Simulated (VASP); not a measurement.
Write the native input for VASP 6.6.1 that does the following.

```yaml
Task: electric field gradients
Functional: LDA
Potentials_or_basis: VASP PAW LDA potentials, release 64 (Ni)
Cutoff: 520 eV
k_mesh: 15 × 15 × 8
Occupations: fermi-dirac, width 0.08 eV
Spin: collinear spin, ferromagnetic start
Starting_moments: "[1.5, 1.5] μB"
Dipole_correction: no
Further_INCAR_settings: ALGO = Normal; EDIFF = 1e-08; NBANDS = 21
```

The structure of Ni lies in POSCAR:

```
Ni
1.0
    2.4480228978      0.0000000000      0.0000000000
   -1.2240114489      2.1200500186      0.0000000000
    0.0000000000      0.0000000000      4.0728075700
Ni
2
Direct
    0.4244560318      0.7333731117      0.2500000000
    0.6666666667      0.3333333333      0.7500000000
```

This cell differs from its parent crystal: atom 1 (Ni) moved by [0.141421, 0.141421, 0.0] A.

These files were run (other wordings do the same):

INCAR

```
PREC = Accurate
ENCUT = 520
EDIFF = 1E-8
ISMEAR = -1
SIGMA = 0.08
LREAL = F
LASPH = T
NELM = 150
ALGO = Normal
ISIF = 2
LWAVE = F
LCHARG = F
ISPIN = 2
MAGMOM = 1.5 1.5
LORBIT = 11
LMAXMIX = 4
GGA = CA
LEFG = T
NBANDS = 21
```

KPOINTS

```
regular mesh
0
Gamma
  15 15 8
```

Potentials or basis: VASP PAW LDA potentials, release 64 (Ni).

Run with:

```console
$ cat potpaw_LDA.64/Ni/POTCAR > POTCAR
$ mpirun -np 1 vasp_std > vasp.out
```

It gave:

| Property | Result |
| --- | --- |
| Pressure | -10.1 GPa |
| Largest force | 0.299 eV/Å |
| Net moment | 1.19 μB per cell |
| Site moments | Ni +0.60 μB |
| Valence electrons inside the program's atomic spheres | Ni 9.38 |

Caveat: the cell differs from its parent crystal (atom 1 (Ni) moved by [0.141421, 0.141421, 0.0] A); without QUAD_EFG the Cq values of the log hold for a quadrupole moment of 1 mb, not for the nuclei.

It took 3.4 min on 1 thread of AMD EPYC 9R45 96-Core Processor (Zen 5), with other jobs on the host, peak memory 0.38 GiB.
